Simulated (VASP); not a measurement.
Wanted: the native input for a VASP 6.6.1 run.

```yaml
Task: single point
Functional: PBE
Potentials_or_basis: VASP PAW PBE potentials, release 64 (Ir)
Cutoff: 520 eV
k_mesh: 22 × 22 × 22
Occupations: gaussian, width 0.15 eV
Spin: no spin polarisation
Dipole_correction: no
Further_INCAR_settings: ALGO = Normal; EDIFF = 1e-06; NBANDS = 10
```

The structure of Ir lies in POSCAR:

```
Ir
1.0
    0.0000000000      1.8237150000      1.8237150000
    1.8237150000      0.0000000000      1.8237150000
    1.8237150000      1.8237150000      0.0000000000
Ir
1
Direct
    0.0000000000      0.0000000000      0.0000000000
```

This cell differs from its parent crystal: strain -0.050 along x and y, -0.050 along z.

The input as run:

INCAR

```
SYSTEM = Ir
ALGO = Normal
EDIFF = 1E-6
ENCUT = 520
GGA = PE
ISIF = 2
ISMEAR = 0
LASPH = .True.
LCHARG = .False.
LREAL = .False.
LWAVE = .False.
NBANDS = 10
NELM = 80
PREC = Accurate
SIGMA = 0.15
```

KPOINTS

```
k-points
0
Gamma
  22 22 22
  0 0 0
```

Potentials or basis: VASP PAW PBE potentials, release 64 (Ir).

The run is started by

```sh
$ cat potpaw_PBE.64/Ir/POTCAR > POTCAR
$ mpirun -np 1 vasp_std > vasp.out
```

It gave:

```yaml
Pressure: 99.2 GPa
Band_gap_on_the_k_mesh: zero (an odd number of electrons rules out a gap without spin polarisation)
```

Caveat: the cell differs from its parent crystal (strain -0.050 along x and y, -0.050 along z); the cell stands under pressure; spin-orbit coupling is left out, which moves the levels of the heavy elements.

Run time: 35 s on 1 thread of Intel Xeon 8259CL, with other jobs on the host, peak memory 0.16 GiB.
